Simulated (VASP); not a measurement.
A run of VASP 6.6.1 is set up as follows.

Contents of INCAR:

```
  PREC = Accurate
  ENCUT = 520
  EDIFF = 1E-6
  ISMEAR = 1
  SIGMA = 0.02
  LREAL = F
  LASPH = T
  NELM = 60
  ALGO = Fast
  ISIF = 2
  LWAVE = F
  LCHARG = F
  GGA = PS
  NBANDS = 25
```

The input KPOINTS:

```
Automatic mesh
0
Gamma
  14 14 8
```

File POSCAR:

```
CuO
1.0
    2.8795009639      0.0000000000      0.0000000000
    0.0390727580      2.8792794796      0.0000000000
    0.0174953863      0.0172449008      5.1763391994
Cu O
2 2
Direct
    0.5000000000      0.0000000000      0.5000000000
    0.0000000000      0.5000000000      0.0000000000
    0.0015760300      0.9983282200      0.2501129000
    0.9984239700      0.0016717800      0.7498871000
```

Potentials or basis: VASP PAW PBE potentials, release 64 (Cu, O).

Command:

```console
$ cat potpaw_PBE.64/Cu/POTCAR potpaw_PBE.64/O/POTCAR > POTCAR
$ mpirun -np 1 vasp_std > vasp.out
```

(1) What does it give for the band gap on the k mesh?

(2) What does it give for the largest force?

(3) What does it give for the pressure?

Answers

(1) zero (bands 17 and 18 overlap by 1.14 eV).

(2) 0.010 eV/Å.

(3) -1.5 GPa.

Caveat: the PAW data sets were made with another functional, which shifts forces and pressure a little; semilocal functionals often make such compounds metallic where correlation or magnetic order opens a gap, which also shifts bond lengths.
